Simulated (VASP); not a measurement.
# MoS2 in VASP: notebook

Aim: see how the results for MoS2 move with the level of theory and the settings. Levels: PBEsol, LDA. Tasks: single point.

Program: VASP 6.6.1. These are calculated values, not measurements. Logs are shortened: lines on timing, memory, paths and dates and some standing lists are left out, and cuts for length are marked.

## Step 1: The cell of the first run

The cell holds a slab with vacuum, 3 atoms: a = 3.184 Å, b = 3.184 Å, c = 17.335 Å, α = 90.00°, β = 90.00°, γ = 120.00°.

## Step 2: Single point, PBEsol

The input, INCAR:

```
SYSTEM = MoS2
PREC     = Accurate       ! precision mode
ENCUT    = 520            ! plane-wave cutoff, eV
EDIFF    = 1E-6           ! SCF threshold, eV
ISMEAR   = -1             ! smearing method
SIGMA    = 0.05           ! smearing width, eV
LREAL    = .False.        ! projectors in reciprocal space
LASPH    = .True.         ! aspherical terms in the spheres
NELM     = 80             ! most SCF steps
ALGO     = Normal         ! electronic algorithm
ISIF     = 2              ! what is computed and relaxed
LWAVE    = .False.        ! write WAVECAR
LCHARG   = .True.         ! write CHGCAR
GGA      = PS             ! functional
LELF     = .True.         ! ELF
LVHAR    = .True.       
NBANDS   = 20             ! bands
```

The input, KPOINTS:

```
regular mesh
0
Gamma
  10 10 2
  0 0 0
```

The input, POSCAR:

```
MoS2
1.0
    3.1841260822      0.0000000000      0.0000000000
   -1.5920630411      2.7575340760      0.0000000000
    0.0000000000      0.0000000000     17.3345999500
Mo S
1 2
Direct
    0.0000000000      0.0000000000      0.0000000000
    0.3333333333      0.6666666667      0.9105070200
    0.3333333333      0.6666666667      0.0894929800
```

Potentials or basis: VASP PAW PBE potentials, release 64 (Mo_sv, S).

On the command line:

```
> cat potpaw_PBE.64/Mo_sv/POTCAR potpaw_PBE.64/S/POTCAR > POTCAR
> mpirun -np 1 vasp_std > vasp.out
```

OUTCAR:

```text
SYSTEM = MoS2
   PREC = Accurate
   ENCUT = 520
   EDIFF = 1E-6
   ISMEAR = -1
   LREAL = .False.
   LASPH = .True.
   NELM = 80
   ISIF = 2
   GGA = PS

 ion  position               nearest neighbor table
   1  0.000  0.000  0.000-   2 2.41   3 2.41   2 2.41   3 2.41   2 2.41   3 2.41
   2  0.333  0.667  0.911-   1 2.41   1 2.41   1 2.41
   3  0.333  0.667  0.089-   1 2.41   1 2.41   1 2.41

  LATTYP: Found a hexagonal cell.
 ALAT       =     3.1841260822
 C/A-ratio  =     5.4440683260

  Lattice vectors:

 A1 = (   3.1841260822,   0.0000000000,   0.0000000000)
 A2 = (  -1.5920630411,   2.7575340760,   0.0000000000)
 A3 = (   0.0000000000,   0.0000000000,  17.3345999500)

Analysis of symmetry for initial positions (statically):
=====================================================================
 Subroutine PRICEL returns:
 Original cell was already a primitive cell.

 Routine SETGRP: Setting up the symmetry group for a
 hexagonal supercell.

 Subroutine GETGRP returns: Found 12 space group operations
 (whereof 12 operations were pure point group operations)
 out of a pool of 24 trial point group operations.

The static configuration has the point symmetry D_3h.

Analysis of symmetry for dynamics (positions and initial velocities):
=====================================================================
 Subroutine PRICEL returns:
 Original cell was already a primitive cell.

 Routine SETGRP: Setting up the symmetry group for a
 hexagonal supercell.

 Subroutine GETGRP returns: Found 12 space group operations
 (whereof 12 operations were pure point group operations)
 out of a pool of 24 trial point group operations.

The dynamic configuration has the point symmetry D_3h.

 Subroutine INISYM returns: Found 12 space group operations
 (whereof 12 operations are pure point group operations),
 and found     1 'primitive' translations

----------------------------------------------------------------------------------------

                                     Primitive cell

  volume of cell :     152.2036

  direct lattice vectors                    reciprocal lattice vectors
     3.184126082  0.000000000  0.000000000     0.314057915  0.181321422  0.000000000
    -1.592063041  2.757534076  0.000000000     0.000000000  0.362642844  0.000000000
     0.000000000  0.000000000 17.334599950     0.000000000  0.000000000  0.057688092

  length of vectors
     3.184126082  3.184126082 17.334599950     0.362642844  0.362642844  0.057688092

  position of ions in fractional coordinates (direct lattice)
     0.000000000  0.000000000  0.000000000
     0.333333333  0.666666667  0.910507020
     0.333333333  0.666666667  0.089492980

  ion indices of the primitive-cell ions
   primitive index   ion index
                 1           1
                 2           2
                 3           3

----------------------------------------------------------------------------------------

 KPOINTS: regular mesh

Automatic generation of k-mesh.
 Grid dimensions read from file:
 generate k-points for:   10   10    2

 Generating k-lattice:

  Cartesian coordinates                     Fractional coordinates (reciprocal lattice)
     0.031405792  0.018132142  0.000000000     0.100000000  0.000000000  0.000000000
     0.000000000  0.036264284  0.000000000     0.000000000  0.100000000  0.000000000
     0.000000000  0.000000000  0.028844046     0.000000000  0.000000000  0.500000000

  Length of vectors
     0.036264284  0.036264284  0.028844046

  Shift w.r.t. Gamma in fractional coordinates (k-lattice)
     0.000000000  0.000000000  0.000000000

 Subroutine IBZKPT returns following result:
 ===========================================

 Found     28 irreducible k-points:

 Following reciprocal coordinates:
            Coordinates               Weight
  0.000000  0.000000  0.000000      1.000000
  0.100000  0.000000  0.000000      6.000000
  0.200000  0.000000  0.000000      6.000000
  0.300000  0.000000  0.000000      6.000000
  0.400000  0.000000  0.000000      6.000000
  0.500000  0.000000  0.000000      3.000000
[... 16 lines left out ...]
  0.300000  0.100000  0.500000     12.000000
  0.400000  0.100000  0.500000     12.000000
 [... further k-points ...]
   k-points           NKPTS =     28   k-points in BZ     NKDIM =     28   number of bands    NBANDS=     20
   number of dos      NEDOS =    301   number of ions     NIONS =      3
   total plane-waves  NPLWV =  80640
   dimension x,y,z NGX =    24 NGY =   24 NGZ =  140
   dimension x,y,z NGXF=    48 NGYF=   48 NGZF=  280
   ions per type =               1   2
   NGX,Y,Z   is equivalent  to a cutoff of  12.53, 12.53, 13.43 a.u.
   NGXF,Y,Z  is equivalent  to a cutoff of  25.06, 25.06, 26.85 a.u.
 SYSTEM =  MoS2
   PREC   = accura    normal or accurate (medium, high low for compatibility)
   ISTART =      0    job   : 0-new  1-cont  2-samecut
   ICHARG =      2    charge: 1-file 2-atom 10-const
[... 36 lines left out ...]
   LRPA    =     F    only Hartree local field effects (RPA)
 non-spin polarized calculation
  energy-cutoff  :      520.00
  volume of cell :      152.20
 maximum number of plane-waves:      4124
 NGX is ok and might be reduce to    24
   NGX = 11   NGY = 11   NGZ = 65

 number of electron      25.9999999 magnetization

 Free energy of the ion-electron system (eV)
  ---------------------------------------------------
  ext. energy  EPLUGINS =         0.00000000
  ---------------------------------------------------
  free energy    TOTEN  =       -23.40713595 eV

  energy without entropy =      -23.40713595  energy(sigma->0) =      -23.40713595

 E-fermi :  -0.6029     XC(G=0):  -4.4101

 val. band max:       -1.4477541042   @ k =   0.0000   0.0000   0.0000
 cond. band min:       0.2946398690   @ k =   0.3000   0.3000   0.0000
 fundamental gap:      1.7423939732
 Fermi energy:        -0.6028653980

 k-point     1 :       0.0000    0.0000    0.0000
  band No.  band energies     occupation
      1     -62.2429      2.00000
      2     -36.4221      2.00000
      3     -36.2116      2.00000
      4     -36.2116      2.00000
      5     -15.5792      2.00000
      6     -14.2238      2.00000
[... 12 lines left out ...]
     19       4.3221      0.00000
     20       4.6587      0.00000

 k-point     2 :       0.1000    0.0000    0.0000
  band No.  band energies     occupation
      1     -62.2393      2.00000
      2     -36.4149      2.00000
      3     -36.2485      2.00000
      4     -36.2200      2.00000
      5     -15.4308      2.00000
      6     -14.1644      2.00000
[... 12 lines left out ...]
     19       4.5147      0.00000
     20       5.2212      0.00000

 k-point     3 :       0.2000    0.0000    0.0000
  band No.  band energies     occupation
      1     -62.2298      2.00000
      2     -36.3960      2.00000
      3     -36.3441      2.00000
      4     -36.2418      2.00000
      5     -15.0196      2.00000
      6     -14.0004      2.00000
[... 12 lines left out ...]
     19       5.0643      0.00000
     20       5.9637      0.00000

 k-point     4 :       0.3000    0.0000    0.0000
  band No.  band energies     occupation
      1     -62.2181      2.00000
      2     -36.4603      2.00000
      3     -36.3725      2.00000
      4     -36.2688      2.00000
      5     -14.4510      2.00000
      6     -13.7769      2.00000
[... 12 lines left out ...]
     19       5.8491      0.00000
     20       6.5939      0.00000

 k-point     5 :       0.4000    0.0000    0.0000
  band No.  band energies     occupation
      1     -62.2086      2.00000
      2     -36.5528      2.00000
      3     -36.3534      2.00000
      4     -36.2904      2.00000
      5     -13.9177      2.00000
      6     -13.5744      2.00000
[... 12 lines left out ...]
     19       6.2902      0.00000
     20       6.4095      0.00000
[... 353 lines left out ...]
      6     -14.0523      2.00000
[... 12 lines left out ...]
     19       4.7800      0.00000
     20       5.9889      0.00000

 k-point    22 :       0.2000    0.1000    0.5000
  band No.  band energies     occupation
      1     -62.2222      2.00000
      2     -36.4114      2.00000
      3     -36.3806      2.00000
      4     -36.2686      2.00000
      5     -14.6577      2.00000
      6     -13.8556      2.00000
[... 12 lines left out ...]
     19       5.4437      0.00000
     20       6.6571      0.00000

 k-point    23 :       0.3000    0.1000    0.5000
  band No.  band energies     occupation
      1     -62.2116      2.00000
      2     -36.5090      2.00000
      3     -36.3593      2.00000
      4     -36.2997      2.00000
      5     -14.0961      2.00000
      6     -13.6348      2.00000
[... 12 lines left out ...]
     19       6.3324      0.00000
     20       6.5308      0.00000

 k-point    24 :       0.4000    0.1000    0.5000
  band No.  band energies     occupation
      1     -62.2050      2.00000
      2     -36.5684      2.00000
      3     -36.3461      2.00000
      4     -36.3188      2.00000
      5     -13.6982      2.00000
      6     -13.4827      2.00000
[... 12 lines left out ...]
     19       6.9422      0.00000
     20       7.0646      0.00000

 [... further k-points ...]
[... 5 lines left out ...]
  --------------------------------------------------------------------------------------
  -------------------------------------------------------------------------------------
  Total       -1.4144194     -1.4144194     -0.4764980     -0.0000000      0.0000000      0.0000000
  in kB      -14.8889418    -14.8889418     -5.0158750     -0.0000000      0.0000000      0.0000000
  external PRESSURE =     -11.5979196 kB  Pullay stress =       0.0000000 kB

 VOLUME and BASIS-vectors are now :
 -----------------------------------------------------------------------------
  energy-cutoff  :      520.00
  volume of cell :      152.20
      direct lattice vectors                 reciprocal lattice vectors
     3.184126082  0.000000000  0.000000000     0.314057915  0.181321422  0.000000000
    -1.592063041  2.757534076  0.000000000     0.000000000  0.362642844  0.000000000
     0.000000000  0.000000000 17.334599950     0.000000000  0.000000000  0.057688092

 POSITION                                       TOTAL-FORCE (eV/Angst)
 -----------------------------------------------------------------------------------
      0.00000      0.00000      0.00000        -0.000000     -0.000000      0.000000
     -0.00000      1.83836     15.78327         0.000000      0.000000      0.145916
     -0.00000      1.83836      1.55133        -0.000000     -0.000000     -0.145916
 -----------------------------------------------------------------------------------
    total drift:                                0.000000     -0.000000     -0.000000

  FREE ENERGIE OF THE ION-ELECTRON SYSTEM (eV)
  ---------------------------------------------------
  free  energy   TOTEN  =       -23.4071359491 eV

  energy  without entropy=      -23.4071359453  energy(sigma->0) =      -23.40713595
```

Wall time 49 s (1 thread of Intel Xeon 6975P-C (Granite Rapids), shared host); peak memory 0.29 GiB.

What came out:

```
Free energy            : -23.4071 eV
Largest force          : 0.146 eV/Å
Band gap on the k mesh : 1.74 eV, indirect (least direct gap 1.93 eV)
```

Forces in eV/Å, atoms in the order of the input:
```
Mo   0.000  0.000  0.000
S    0.000  0.000  0.146
S    0.000  0.000 -0.146
```

Caveat: the PAW data sets were made with another functional, which shifts forces and pressure a little.

## Step 3: Single point, LDA

This run uses another cell than the first one, of 47.69 Å³/atom, 0.940 times its volume.

The input, INCAR:

```
SYSTEM = MoS2
  PREC = Accurate
  ENCUT = 520
  EDIFF = 1E-6
  ISMEAR = -1
  SIGMA = 0.05
  LREAL = .FALSE.
  LASPH = .TRUE.
  NELM = 60
  ALGO = Normal
  ISIF = 2
  LWAVE = .FALSE.
  LCHARG = .FALSE.
  NBANDS = 20
```

The input, KPOINTS:

```
regular mesh
0
G
  10 10 2
  0 0 0
```

The input, POSCAR:

```
MoS2
1.0
    3.1191256785      0.0000000000      0.0000000000
   -1.5595628393      2.7012420752      0.0000000000
    0.0000000000      0.0000000000     16.9807333112
Mo S
1 2
Direct
    0.0000000000      0.0000000000      0.0000000000
    0.3333333333      0.6666666667      0.9105070200
    0.3333333333      0.6666666667      0.0894929800
```

Potentials or basis: VASP PAW LDA potentials, release 64 (Mo_sv, S).

On the command line:

```
> cat potpaw_LDA.64/Mo_sv/POTCAR potpaw_LDA.64/S/POTCAR > POTCAR
> mpirun -np 1 vasp_std > vasp.out
```

Wall time 36 s (1 thread of Intel Xeon 6975P-C (Granite Rapids), shared host); peak memory 0.24 GiB.

Results (log left out):

```yaml
Free_energy: -24.3427 eV
Largest_force: 0.714 eV/Å
Band_gap_on_the_k_mesh: 1.91 eV, indirect (least direct gap 2.10 eV)
```

Forces on the atoms (eV/Å):
```
Mo   0.000  0.000  0.000
S    0.000  0.000 -0.714
S    0.000  0.000  0.714
```

Levels at points of the mesh, in eV from the valence-band top:
```
           k point  band 9  band 10  band 11  band 12  band 13  band 14  band 15  band 16  band 17  band 18
(0.00, 0.00, 0.00)   -2.86    -1.81    -1.62    -1.62     0.00     2.96     2.96     3.34     3.34     5.60
(0.50, 0.00, 0.00)   -4.30    -3.40    -1.86    -0.95    -0.65     2.43     2.99     4.07     4.72     6.24
(0.00, 0.00, 0.50)   -2.86    -1.81    -1.62    -1.62     0.00     2.96     2.96     3.34     3.34     5.71
(0.50, 0.00, 0.50)   -4.30    -3.40    -1.86    -0.95    -0.65     2.43     2.99     4.07     4.72     6.24
```

## Step 4: Single point, LDA

This run uses another cell than the first one, of 48.71 Å³/atom, 0.960 times its volume.

The input, INCAR:

```
PREC = Accurate
ENCUT = 520
EDIFF = 1E-7
ISMEAR = -1
SIGMA = 0.05
LREAL = F
LASPH = T
NELM = 80
ALGO = Normal
ISIF = 2
LWAVE = F
LCHARG = F
NBANDS = 20
```

The input, KPOINTS:

```
regular mesh
0
Gamma
  10 10 2
```

The input, POSCAR:

```
MoS2
1.0
    3.1410920760      0.0000000000      0.0000000000
   -1.5705460380      2.7202655334      0.0000000000
    0.0000000000      0.0000000000     17.1003198802
Mo S
1 2
Direct
    0.0000000000      0.0000000000      0.0000000000
    0.3333333333      0.6666666667      0.9105070200
    0.3333333333      0.6666666667      0.0894929800
```

On the command line:

```
> cat potpaw_LDA.64/Mo_sv/POTCAR potpaw_LDA.64/S/POTCAR > POTCAR
> mpirun -np 1 vasp_std > vasp.out
```

It took 37 s on 1 thread of Intel Xeon 6975P-C (Granite Rapids), shared host; peak memory 0.24 GiB.

The run converged. Its results:

| Quantity | Value |
| --- | --- |
| Free energy | -24.3582 eV |
| Largest force | 0.321 eV/Å |
| Band gap on the k mesh | 1.85 eV, indirect (least direct gap 2.04 eV) |

Forces on the atoms (eV/Å):
```
Mo   0.000  0.000  0.000
S    0.000  0.000 -0.321
S    0.000  0.000  0.321
```

Levels at points of the mesh, in eV from the valence-band top:
```
           k point  band 9  band 10  band 11  band 12  band 13  band 14  band 15  band 16  band 17  band 18
(0.00, 0.00, 0.00)   -2.80    -1.80    -1.60    -1.60     0.00     2.88     2.88     3.23     3.23     5.57
(0.50, 0.00, 0.00)   -4.23    -3.34    -1.85    -0.97    -0.65     2.35     2.89     3.99     4.59     6.17
(0.00, 0.00, 0.50)   -2.80    -1.80    -1.60    -1.60     0.00     2.88     2.88     3.23     3.23     5.67
(0.50, 0.00, 0.50)   -4.23    -3.34    -1.85    -0.97    -0.65     2.35     2.89     3.99     4.59     6.17
```

## Step 5: Single point, LDA

This run uses another cell than the first one, of 49.72 Å³/atom, 0.980 times its volume.

The input, INCAR:

```
ALGO     = Normal         # electronic algorithm
EDIFF    = 1E-7           # SCF threshold, eV
ENCUT    = 520            # plane-wave cutoff, eV
GGA      = CA             # functional
ISIF     = 2              # what is computed and relaxed
ISMEAR   = -1             # smearing method
LASPH    = T              # aspherical terms in the spheres
LCHARG   = F              # write CHGCAR
LREAL    = F              # projectors in reciprocal space
LWAVE    = F              # write WAVECAR
NBANDS   = 20             # bands
NELM     = 60             # most SCF steps
PREC     = Accurate       # precision mode
SIGMA    = 0.05           # smearing width, eV
```

The input, KPOINTS:

```
k-points
0
Gamma
  10 10 2
```

The input, POSCAR:

```
MoS2
1.0
    3.1627554646      0.0000000000      0.0000000000
   -1.5813777323      2.7390265783      0.0000000000
    0.0000000000      0.0000000000     17.2182568475
Mo S
1 2
Direct
    0.0000000000      0.0000000000      0.0000000000
    0.3333333333      0.6666666667      0.9105070200
    0.3333333333      0.6666666667      0.0894929800
```

On the command line:

```
> cat potpaw_LDA.64/Mo_sv/POTCAR potpaw_LDA.64/S/POTCAR > POTCAR
> mpirun -np 1 vasp_std > vasp.out
```

Run time: 37 s. Hardware: 1 thread of Intel Xeon 6975P-C (Granite Rapids), shared host; peak memory 0.25 GiB.

Results (log left out):

```
Free energy            : -24.3507 eV
Largest force          : 0.042 eV/Å
Band gap on the k mesh : 1.80 eV, indirect (least direct gap 1.99 eV)
```

Forces on the atoms (eV/Å):
```
Mo   0.000  0.000  0.000
S    0.000  0.000  0.042
S    0.000  0.000 -0.042
```

Levels at points of the mesh, in eV from the valence-band top:
```csv
k point,band 11,band 12,band 13,band 14,band 15,band 16
"(0.00, 0.00, 0.00)",-1.59,-1.59,0.00,2.81,2.81,3.13
"(0.50, 0.00, 0.00)",-1.85,-0.99,-0.65,2.27,2.80,3.91
"(0.00, 0.00, 0.50)",-1.59,-1.59,0.00,2.81,2.81,3.13
"(0.50, 0.00, 0.50)",-1.85,-0.99,-0.65,2.27,2.80,3.91
```

## Step 6: Single point, LDA

The input, INCAR:

```
PREC = Accurate ; ENCUT = 520
EDIFF = 1E-6 ; ISMEAR = -1
SIGMA = 0.05 ; LREAL = False
LASPH = True ; NELM = 60
ALGO = Normal ; ISIF = 2
LWAVE = False ; LCHARG = False
NBANDS = 20
```

The input, KPOINTS:

```
Automatic mesh
0
Gamma
  10 10 2
```

The input, POSCAR:

```
MoS2
1.0
    3.1841260822      0.0000000000      0.0000000000
   -1.5920630411      2.7575340760      0.0000000000
    0.0000000000      0.0000000000     17.3345999500
Mo S
1 2
Direct
    0.0000000000      0.0000000000      0.0000000000
    0.3333333333      0.6666666667      0.9105070200
    0.3333333333      0.6666666667      0.0894929800
```

Potentials or basis: VASP PAW LDA potentials, release 64 (Mo_sv, S).

On the command line:

```
> cat potpaw_LDA.64/Mo_sv/POTCAR potpaw_LDA.64/S/POTCAR > POTCAR
> mpirun -np 1 vasp_std > vasp.out
```

It took 38 s on 1 thread of Intel Xeon 6975P-C (Granite Rapids), shared host; peak memory 0.26 GiB.

Results (log left out):

```
Free energy            : -24.3228 eV
Largest force          : 0.378 eV/Å
Band gap on the k mesh : 1.74 eV, indirect (least direct gap 1.93 eV)
```

Forces in eV/Å, atoms in the order of the input:
```
Mo   0.000  0.000  0.000
S    0.000  0.000  0.378
S    0.000  0.000 -0.378
```

Levels at points of the mesh, in eV from the valence-band top:
```tsv
k point	band 11	band 12	band 13	band 14	band 15	band 16
(0.00, 0.00, 0.00)	-1.57	-1.57	0.00	2.74	2.74	3.03
(0.50, 0.00, 0.00)	-1.84	-1.01	-0.65	2.19	2.72	3.83
(0.00, 0.00, 0.50)	-1.57	-1.57	0.00	2.74	2.74	3.03
(0.50, 0.00, 0.50)	-1.84	-1.01	-0.65	2.19	2.72	3.83
```

## Step 7: The runs side by side

```tsv
level	potentials or basis	cell	gap on the mesh (eV)	largest force (eV/Å)
PBEsol	VASP PAW PBE potentials, release 64 (Mo_sv, S)	a = 3.184, b = 3.184, c = 17.335 Å, angles 90.0, 90.0, 120.0°, 3 atoms	1.74	0.15
LDA	VASP PAW LDA potentials, release 64 (Mo_sv, S)	a = 3.119, b = 3.119, c = 16.981 Å, angles 90.0, 90.0, 120.0°, 3 atoms	1.91	0.71
LDA	VASP PAW LDA potentials, release 64 (Mo_sv, S)	a = 3.141, b = 3.141, c = 17.100 Å, angles 90.0, 90.0, 120.0°, 3 atoms	1.85	0.32
LDA	VASP PAW LDA potentials, release 64 (Mo_sv, S)	a = 3.163, b = 3.163, c = 17.218 Å, angles 90.0, 90.0, 120.0°, 3 atoms	1.80	0.04
LDA	VASP PAW LDA potentials, release 64 (Mo_sv, S)	a = 3.184, b = 3.184, c = 17.335 Å, angles 90.0, 90.0, 120.0°, 3 atoms	1.74	0.38
```

Alike in all rows: task single point; no spin polarisation; k mesh 10 × 10 × 2; cutoff (eV) 520; smearing fermi-dirac 0.05 eV.

Caveats: the PAW data sets were made with another functional, which shifts forces and pressure a little (some runs).

Total energies depend on the potentials used, so only differences within one code and one set of settings carry meaning.
